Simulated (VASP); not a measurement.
Write the native input for VASP 6.6.1 that does the following.

* Task: single point
* Functional: PBE
* Potentials or basis: VASP PAW PBE potentials, release 64 (Si, B)
* Cutoff: 520 eV
* k mesh: 5 × 5 × 5
* Occupations: methfessel-paxton, width 0.0716 eV
* Spin: no spin polarisation
* Dipole correction: no
* Further INCAR settings: ALGO = Normal; EDIFF = 1e-06; NBANDS = 20

The structure of SiB6 lies in POSCAR:

```
SiB6
1.0
    4.1300000000      0.0000000000      0.0000000000
    0.0000000000      4.1300000000      0.0000000000
    0.0000000000      0.0000000000      4.1300000000
Si B
1 6
Direct
    0.0000000000      0.0000000000      0.0000000000
    0.2100000000      0.5000000000      0.5000000000
    0.5000000000      0.2100000000      0.5000000000
    0.7900000000      0.5000000000      0.5000000000
    0.5000000000      0.7900000000      0.5000000000
    0.5000000000      0.5000000000      0.2100000000
    0.5000000000      0.5000000000      0.7900000000
```

One way to write it, as run:

INCAR

```
SYSTEM = SiB6
  PREC = Accurate
  ENCUT = 520
  EDIFF = 1E-6
  ISMEAR = 1
  SIGMA = 0.0716
  LREAL = .FALSE.
  LASPH = .TRUE.
  NELM = 80
  ALGO = Normal
  ISIF = 2
  LWAVE = .FALSE.
  LCHARG = .FALSE.
  GGA = PE
  NBANDS = 20
```

KPOINTS

```
regular mesh
0
G
  5 5 5
  0 0 0
```

Potentials or basis: VASP PAW PBE potentials, release 64 (Si, B).

Run with:

```sh
$ cat potpaw_PBE.64/Si/POTCAR potpaw_PBE.64/B/POTCAR > POTCAR
$ mpirun -np 1 vasp_std > vasp.out
```

Results of the run:

The pressure is 4.0 GPa and the largest force is 2.672 eV/Å. The band gap on the k mesh is 0.54 eV, indirect (least direct gap 1.59 eV).

Caveat: forces of over 1 eV/Å act on the atoms, so gaps and moduli don't describe the material at rest.

Run time: 20 s on 1 thread of AMD EPYC 7R13, with other jobs on the host, peak memory 0.14 GiB.
